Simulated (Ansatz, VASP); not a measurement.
## SnSe2: VASP beside Ansatz

Contents of INCAR:

```
PREC     = Accurate       # precision mode
ENCUT    = 520            # plane-wave cutoff, eV
EDIFF    = 1E-6           # SCF threshold, eV
ISMEAR   = 0              # smearing method
SIGMA    = 0.01           # smearing width, eV
LREAL    = False          # projectors in reciprocal space
LASPH    = True           # aspherical terms in the spheres
NELM     = 100            # most SCF steps
ALGO     = Normal         # electronic algorithm
ISIF     = 2              # what is computed and relaxed
LWAVE    = False          # write WAVECAR
LCHARG   = False          # write CHGCAR
GGA      = PE             # functional
NBANDS   = 35             # bands
```

File KPOINTS:

```
Automatic mesh
0
Gamma
  6 6 6
```

POSCAR

```
SnSe2
1.0
   -2.8182048600      2.8182048600      5.5711065870
    2.8182048600     -2.8182048600      5.5711065870
    2.8182048600      2.8182048600     -5.5711065870
Sn Se
2 4
Direct
    0.7500000000      0.2500000000      0.5000000000
    0.0000000000      0.0000000000      0.0000000000
    0.5217810931      0.0217810931      0.5000000000
    0.7717810931      0.7717810931      0.0000000000
    0.2282189069      0.2282189069      0.0000000000
    0.9782189069      0.4782189069      0.5000000000
```

Input for Ansatz:

```yaml
crystal:
  lattice:
    - [-2.81820486, 2.81820486, 5.571106587]
    - [2.81820486, -2.81820486, 5.571106587]
    - [2.81820486, 2.81820486, -5.571106587]
  atoms:
    - { symbol: Sn, position: [0.75, 0.25, 0.5] }
    - { symbol: Sn, position: [0.0, 0.0, 0.0] }
    - { symbol: Se, position: [0.5217810931, 0.0217810931, 0.5] }
    - { symbol: Se, position: [0.7717810931, 0.7717810931, 0.0] }
    - { symbol: Se, position: [0.2282189069, 0.2282189069, 0.0] }
    - { symbol: Se, position: [0.9782189069, 0.4782189069, 0.5] }
kpoints:
  mp_grid: { grid: [6, 6, 6] }
hamiltonian:
  xc: pbe
scf:
  occupations: { method: fixed }
  n_extra_bands: 5
output:
  forces: true
  stress: true
  eigenvalues: true
```

Alike in both runs: task single point; functional PBE; k mesh 6 × 6 × 6; no spin polarisation.

|  | VASP | Ansatz |
| --- | --- | --- |
| version | VASP 6.6.1 | Ansatz 0.2.0 |
| potentials or method | VASP PAW PBE potentials, release 64 (Sn_d, Se) | plane waves, PAW |
| plane-wave cutoff (eV) | 520 | 420 |
| occupations | gaussian, width 0.01 eV | fixed |
| valence electrons in the cell | 52 | 92 |

Ansatz gave:

```
gap on the k mesh at the Fermi level (eV)                     : 0.32
pressure (GPa)                                                : 1.6
traceless stress, the component that is largest in VASP (GPa) : 0.70
rms of the force components (eV/Å)                            : 0.101
```

What did VASP give for the same quantities?

gap on the k mesh at the Fermi level (eV): 0.32; pressure (GPa): 1.6; traceless stress, the component that is largest in VASP (GPa): 0.73; rms of the force components (eV/Å): 0.104.

Atom by atom the forces differ by 0.003 eV/Å (rms over components). VASP's potentials hold 52 valence electrons a cell and Ansatz's 92, so a difference there can come from the potentials and not from the codes.
